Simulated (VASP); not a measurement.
# C in VASP: electric field gradients with PBE

Aim: the electric field gradients of C with PBE.

Everything below comes from runs of VASP 6.6.1. Logs are shortened: lines on timing, memory, paths and dates and some standing lists are left out, and cuts for length are marked.

**1. The cell of the first run**

The typed cell holds 12 atoms: a = 2.467 Å, b = 2.467 Å, c = 26.800 Å, α = 90.00°, β = 90.00°, γ = 120.00°.

**2. Electric field gradients, PBE**

File INCAR:

```
PREC     = Accurate       # precision mode
ENCUT    = 520            # plane-wave cutoff, eV
EDIFF    = 1E-8           # SCF threshold, eV
ISMEAR   = -1             # smearing method
SIGMA    = 0.15           # smearing width, eV
LREAL    = False          # projectors in reciprocal space
LASPH    = True           # aspherical terms in the spheres
NELM     = 60             # most SCF steps
ALGO     = Normal         # electronic algorithm
ISIF     = 2              # what is computed and relaxed
LWAVE    = False          # write WAVECAR
LCHARG   = False          # write CHGCAR
GGA      = PE             # functional
LEFG     = True         
NBANDS   = 36             # bands
```

File KPOINTS:

```
Automatic mesh
0
Gamma
  18 18 2
```

File POSCAR:

```
C
1.0
    2.4665331322      0.0000000000      0.0000000000
   -1.2332665661      2.1360803518      0.0000000000
    0.0000000000      0.0000000000     26.7997641346
C
12
Direct
    0.6666666667      0.3333333333      0.9509988142
    0.6666666667      0.3333333333      0.4509994464
    0.6666666667      0.3333333333      0.7803361547
    0.6666666667      0.3333333333      0.2803370530
    0.0000000000      0.0000000000      0.6156640972
    0.3333333333      0.6666666667      0.2803361547
    0.0000000000      0.0000000000      0.1156640972
    0.6666666667      0.3333333333      0.6156644247
    0.3333333333      0.6666666667      0.7803370530
    0.3333333333      0.6666666667      0.1156644247
    0.3333333333      0.6666666667      0.4509988142
    0.3333333333      0.6666666667      0.9509994464
```

Potentials or basis: VASP PAW PBE potentials, release 64 (C).

On the command line:

```
$ cat potpaw_PBE.64/C/POTCAR > POTCAR
$ mpirun -np 1 vasp_std > vasp.out
```

OUTCAR:

```text
PREC = Accurate
   ENCUT = 520
   EDIFF = 1E-8
   ISMEAR = -1
   LREAL = False
   LASPH = True
   NELM = 60
   ISIF = 2
   GGA = PE

 ion  position               nearest neighbor table
   1  0.667  0.333  0.951-  12 1.42  12 1.42  12 1.42
   2  0.667  0.333  0.451-  11 1.42  11 1.42  11 1.42
   3  0.667  0.333  0.780-   9 1.42   9 1.42   9 1.42
   4  0.667  0.333  0.280-   6 1.42   6 1.42   6 1.42
   5  0.000  0.000  0.616-   8 1.42   8 1.42   8 1.42
   6  0.333  0.667  0.280-   4 1.42   4 1.42   4 1.42
   7  0.000  0.000  0.116-  10 1.42  10 1.42  10 1.42
   8  0.667  0.333  0.616-   5 1.42   5 1.42   5 1.42
   9  0.333  0.667  0.780-   3 1.42   3 1.42   3 1.42
  10  0.333  0.667  0.116-   7 1.42   7 1.42   7 1.42
  11  0.333  0.667  0.451-   2 1.42   2 1.42   2 1.42
  12  0.333  0.667  0.951-   1 1.42   1 1.42   1 1.42

  LATTYP: Found a hexagonal cell.
 ALAT       =     2.4665331322
 C/A-ratio  =    10.8653574463

  Lattice vectors:

 A1 = (   2.4665331322,   0.0000000000,   0.0000000000)
 A2 = (  -1.2332665661,   2.1360803518,   0.0000000000)
 A3 = (   0.0000000000,   0.0000000000,  26.7997641346)

Analysis of symmetry for initial positions (statically):
=====================================================================
 Subroutine PRICEL returns:
 Original cell was already a primitive cell.

 Routine SETGRP: Setting up the symmetry group for a
 hexagonal supercell.

 Subroutine GETGRP returns: Found 24 space group operations
 (whereof  6 operations were pure point group operations)
 out of a pool of 24 trial point group operations.

The static configuration has the point symmetry C_3v.
 The point group associated with its full space group is D_6h.

Analysis of symmetry for dynamics (positions and initial velocities):
=====================================================================
 Subroutine PRICEL returns:
 Original cell was already a primitive cell.

 Routine SETGRP: Setting up the symmetry group for a
 hexagonal supercell.

 Subroutine GETGRP returns: Found 24 space group operations
 (whereof  6 operations were pure point group operations)
 out of a pool of 24 trial point group operations.

The dynamic configuration has the point symmetry C_3v.
 The point group associated with its full space group is D_6h.

 Subroutine INISYM returns: Found 24 space group operations
 (whereof  6 operations are pure point group operations),
 and found     1 'primitive' translations

----------------------------------------------------------------------------------------

                                     Primitive cell

  volume of cell :     141.2003

  direct lattice vectors                    reciprocal lattice vectors
     2.466533132  0.000000000  0.000000000     0.405427353  0.234073592  0.000000000
    -1.233266566  2.136080352  0.000000000     0.000000000  0.468147183  0.000000000
     0.000000000  0.000000000 26.799764135     0.000000000  0.000000000  0.037313761

  length of vectors
     2.466533132  2.466533132 26.799764135     0.468147183  0.468147183  0.037313761

  position of ions in fractional coordinates (direct lattice)
     0.666666667  0.333333333  0.950998814
     0.666666667  0.333333333  0.450999446
     0.666666667  0.333333333  0.780336155
     0.666666667  0.333333333  0.280337053
     0.000000000  0.000000000  0.615664097
     0.333333333  0.666666667  0.280336155
     0.000000000  0.000000000  0.115664097
     0.666666667  0.333333333  0.615664425
     0.333333333  0.666666667  0.780337053
     0.333333333  0.666666667  0.115664425
     0.333333333  0.666666667  0.450998814
     0.333333333  0.666666667  0.950999446

  ion indices of the primitive-cell ions
   primitive index   ion index
                 1           1
                 2           2
                 3           3
                 4           4
[... 94 lines left out ...]
   EFERMI =   0.00;   METHOD = LEGACY
   ISMEAR =    -1;   SIGMA  =   0.15  broadening in eV -4-tet -1-fermi 0-gaus
   EFERMI_NEDOS =   21; number of points for ismear=-14 and -15
   IALGO  =     38    algorithm
   IMIX   =      4    mixing-type and parameters
     AMIX     =   0.40;   BMIX     =  1.00
     AMIX_MAG =   1.60;   BMIX_MAG =  1.00
  volume/ion in A,a.u.               =      11.77        79.41
  Fermi-wavevector in a.u.,A,eV,Ry     =   1.142554  2.159114 17.761449  1.305430
  Thomas-Fermi vector in A             =   2.279252
   LORBIT       =      0    0 simple, 1 ext, 2 COOP (PROOUT), +10 PAW based schemes
   GGA     = PE    functional components
   LHFCALC =     F    Hartree Fock is set to
   AEXX    =    0.0000 exact exchange contribution
   IVDW    =     0    specifies the selected vdW correction
   LEPSILON=     F    determine dielectric tensor
   LRPA    =     F    only Hartree local field effects (RPA)
 non-spin polarized calculation
  energy-cutoff  :      520.00
  volume of cell :      141.20
 maximum number of plane-waves:      3860
   NGX =  9   NGY =  9   NGZ = 99

 number of electron      47.9999986 magnetization

 Free energy of the ion-electron system (eV)
  ---------------------------------------------------
  ext. energy  EPLUGINS =         0.00000000
  ---------------------------------------------------
  free energy    TOTEN  =      -110.72429848 eV

  energy without entropy =     -110.70640126  energy(sigma->0) =     -110.71534987

 E-fermi :   2.4727     XC(G=0):  -8.4346

 val. band max:        2.4360769583   @ k =   0.3333   0.3333   0.0000
 cond. band min:       2.4731959082   @ k =   0.3333   0.3333   0.0000
 fundamental gap:      0.0371189499
 Fermi energy:         2.4726774914

 k-point     1 :       0.0000    0.0000    0.0000
  band No.  band energies     occupation
      1     -17.0541      2.00000
      2     -17.0507      2.00000
      3     -17.0453      2.00000
      4     -17.0388      2.00000
      5     -17.0334      2.00000
      6     -17.0300      2.00000
[... 925 lines left out ...]
     35      11.1176      0.00000
     36      11.1280      0.00000

 [... further k-points ...]
[... 5 lines left out ...]
  --------------------------------------------------------------------------------------
  -------------------------------------------------------------------------------------
  Total        0.4688259      0.4688259     -0.0661831      0.0000000      0.0000000      0.0000000
  in kB        5.3196939      5.3196939     -0.7509695      0.0000000      0.0000000      0.0000000
  external PRESSURE =       3.2961394 kB  Pullay stress =       0.0000000 kB

 VOLUME and BASIS-vectors are now :
 -----------------------------------------------------------------------------
  energy-cutoff  :      520.00
  volume of cell :      141.20
      direct lattice vectors                 reciprocal lattice vectors
     2.466533132  0.000000000  0.000000000     0.405427353  0.234073592  0.000000000
    -1.233266566  2.136080352  0.000000000     0.000000000  0.468147183  0.000000000
     0.000000000  0.000000000 26.799764135     0.000000000  0.000000000  0.037313761

 POSITION                                       TOTAL-FORCE (eV/Angst)
 -----------------------------------------------------------------------------------
      1.23327      0.71203     25.48654         0.000000     -0.000000     -0.000002
      1.23327      0.71203     12.08668         0.000000     -0.000000     -0.000086
      1.23327      0.71203     20.91282         0.000000      0.000000      0.000086
      1.23327      0.71203      7.51297         0.000000     -0.000000      0.000002
      0.00000      0.00000     16.49965        -0.000000      0.000000      0.000000
     -0.00000      1.42405      7.51294        -0.000000     -0.000000      0.000086
      0.00000      0.00000      3.09977         0.000000      0.000000     -0.000000
      1.23327      0.71203     16.49966        -0.000000      0.000000     -0.000000
     -0.00000      1.42405     20.91285        -0.000000      0.000000      0.000002
     -0.00000      1.42405      3.09978         0.000000     -0.000000     -0.000000
     -0.00000      1.42405     12.08666        -0.000000      0.000000     -0.000002
     -0.00000      1.42405     25.48656        -0.000000     -0.000000     -0.000086
 -----------------------------------------------------------------------------------
    total drift:                               -0.000000     -0.000000     -0.538360

  FREE ENERGIE OF THE ION-ELECTRON SYSTEM (eV)
  ---------------------------------------------------
  free  energy   TOTEN  =      -110.7242984823 eV

  energy  without entropy=     -110.7064012570  energy(sigma->0) =     -110.71534987

 Electric field gradients (V/A^2)
---------------------------------------------------------------------
 ion       V_xx      V_yy      V_zz      V_xy      V_xz      V_yz
---------------------------------------------------------------------
   1     -15.274   -15.274    30.548    -0.001     0.000    -0.000
   2     -15.286   -15.287    30.574    -0.001     0.000    -0.000
   3     -15.286   -15.287    30.573    -0.001     0.000    -0.000
   4     -15.273   -15.274    30.547    -0.001     0.000    -0.000
   5     -15.269   -15.269    30.538    -0.001     0.000    -0.000
   6     -15.286   -15.287    30.573    -0.001    -0.000     0.000
   7     -15.269   -15.269    30.538    -0.001    -0.000     0.000
   8     -15.294   -15.295    30.589    -0.001    -0.000     0.000
   9     -15.273   -15.274    30.547    -0.001    -0.000     0.000
  10     -15.294   -15.295    30.589    -0.001     0.000    -0.000
  11     -15.274   -15.274    30.548    -0.001    -0.000     0.000
  12     -15.286   -15.287    30.574    -0.001    -0.000     0.000
---------------------------------------------------------------------

 Electric field gradients after diagonalization (V/A^2)
 (convention: |V_zz| > |V_xx| > |V_yy|)
----------------------------------------------------------------------
 ion       V_xx      V_yy      V_zz     asymmetry (V_yy - V_xx)/ V_zz
----------------------------------------------------------------------
   1     -15.275   -15.273    30.548       0.000
   2     -15.288   -15.286    30.574       0.000
   3     -15.287   -15.286    30.573       0.000
   4     -15.275   -15.273    30.547       0.000
   5     -15.270   -15.268    30.538       0.000
   6     -15.287   -15.286    30.573       0.000
   7     -15.270   -15.268    30.538       0.000
   8     -15.295   -15.294    30.589       0.000
   9     -15.275   -15.273    30.547       0.000
  10     -15.295   -15.294    30.589       0.000
  11     -15.275   -15.273    30.548       0.000
  12     -15.288   -15.286    30.574       0.000
----------------------------------------------------------------------

           NMR quadrupolar parameters

 Cq : quadrupolar parameter    Cq=e*Q*V_zz/h
 eta: asymmetry parameters     (V_yy - V_xx)/ V_zz
 Q  : nuclear electric quadrupole moment in mb (millibarn)
----------------------------------------------------------------------
 ion       Cq(MHz)       eta       Q (mb)
----------------------------------------------------------------------
   1       0.074       0.000       1.000
   2       0.074       0.000       1.000
   3       0.074       0.000       1.000
   4       0.074       0.000       1.000
   5       0.074       0.000       1.000
   6       0.074       0.000       1.000
   7       0.074       0.000       1.000
   8       0.074       0.000       1.000
   9       0.074       0.000       1.000
  10       0.074       0.000       1.000
  11       0.074       0.000       1.000
  12       0.074       0.000       1.000
----------------------------------------------------------------------
```

Run time: 15 min. Hardware: 1 thread of Intel Xeon 8259CL, shared host; peak memory 0.39 GiB.

What came out:

```
Free energy                             : -110.7243 eV
Pressure                                : 0.3 GPa
Band gap on the k mesh                  : zero (filled and empty bands touch)
Largest electric field gradient by atom : C +30.5, +30.6 (each value once) V/Å²
```

Electric field gradients, principal values (V/Å²):
| atom | least | middle | greatest (by size) |
| --- | --- | --- | --- |
| 1 C | -15.273 | -15.275 | 30.548 |
| 2 C | -15.286 | -15.288 | 30.574 |
| 3 C | -15.286 | -15.287 | 30.573 |
| 4 C | -15.273 | -15.275 | 30.547 |
| 5 C | -15.268 | -15.270 | 30.538 |
| 6 C | -15.286 | -15.287 | 30.573 |
| 7 C | -15.268 | -15.270 | 30.538 |
| 8 C | -15.294 | -15.295 | 30.589 |
| 9 C | -15.273 | -15.275 | 30.547 |
| 10 C | -15.294 | -15.295 | 30.589 |
| 11 C | -15.273 | -15.275 | 30.548 |
| 12 C | -15.286 | -15.288 | 30.574 |

Caveat: this functional lacks dispersion, which binds layers or chains, so the pressure and a relaxed spacing across them are unreliable; without QUAD_EFG the Cq values of the log hold for a quadrupole moment of 1 mb, not for the nuclei.

The gap in the log of VASP goes by the Fermi energy; the results here count the filled bands.